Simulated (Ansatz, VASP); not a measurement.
## WC: VASP beside Ansatz

INCAR

```
ALGO     = Normal         # electronic algorithm
EDIFF    = 1E-6           # SCF threshold, eV
ENCUT    = 600            # plane-wave cutoff, eV
GGA      = CA             # functional
GGA_COMPAT= F            
ISIF     = 2              # what is computed and relaxed
ISMEAR   = 0              # smearing method
LASPH    = T              # aspherical terms in the spheres
LCHARG   = T              # write CHGCAR
LELF     = T              # ELF
LREAL    = F              # projectors in reciprocal space
LVHAR    = T            
LWAVE    = F              # write WAVECAR
NBANDS   = 16             # bands
NELM     = 120            # most SCF steps
PREC     = Accurate       # precision mode
SIGMA    = 0.15           # smearing width, eV
```

File KPOINTS:

```
k-points
0
Gamma
  18 18 18
```

File POSCAR:

```
WC
1.0
    0.0000000000      2.3023182000      2.0830498000
    2.3023182000      0.0000000000      2.0830498000
    2.3023182000      2.3023182000      0.0000000000
W C
1 1
Direct
    0.0000000000      0.0000000000      0.0000000000
    0.5000000000      0.5000000000      0.5000000000
```

Input for Ansatz:

```yaml
crystal:
  lattice:
    - [0.0, 2.3023182, 2.0830498]
    - [2.3023182, 0.0, 2.0830498]
    - [2.3023182, 2.3023182, 0.0]
  atoms:
    - { symbol: W, position: [0.0, 0.0, 0.0] }
    - { symbol: C, position: [0.5, 0.5, 0.5] }
basis:
  ecutwfc: 420
kpoints:
  mp_grid: { grid: [18, 18, 18] }
hamiltonian:
  xc: lda
scf:
  occupations: { method: gaussian, width: 0.15 }
output:
  forces: true
  stress: true
  eigenvalues: true
```

Change from the starting cell: strain +0.050 along x and y, -0.050 along z, atoms carried along.

Alike in both runs: task single point; functional LDA; k mesh 18 × 18 × 18; occupations gaussian, width 0.15 eV; no spin polarisation.

|  | VASP | Ansatz |
| --- | --- | --- |
| version | VASP 6.6.1 | Ansatz 0.2.0 |
| potentials or method | VASP PAW LDA potentials, release 64 (W_sv, C), cutoff 600 eV | scalar-relativistic, plane waves, PAW |
| valence electrons in the cell | 18 | 18 |

Ansatz gave:

* gap on the k mesh at the Fermi level (eV): none
* pressure (GPa): -22.6
* traceless stress, the component that is largest in VASP (GPa): 33.96

Q: What did VASP give for the same quantities?

A: gap on the k mesh at the Fermi level (eV): none; pressure (GPa): -20.9; traceless stress, the component that is largest in VASP (GPa): 34.51.

LDA's correlation is that of Perdew and Zunger in VASP and of Perdew and Wang (1992) in Ansatz. A gap of «none» marks a metal or a gap that the smearing closes.

Neither program's run includes spin-orbit coupling.
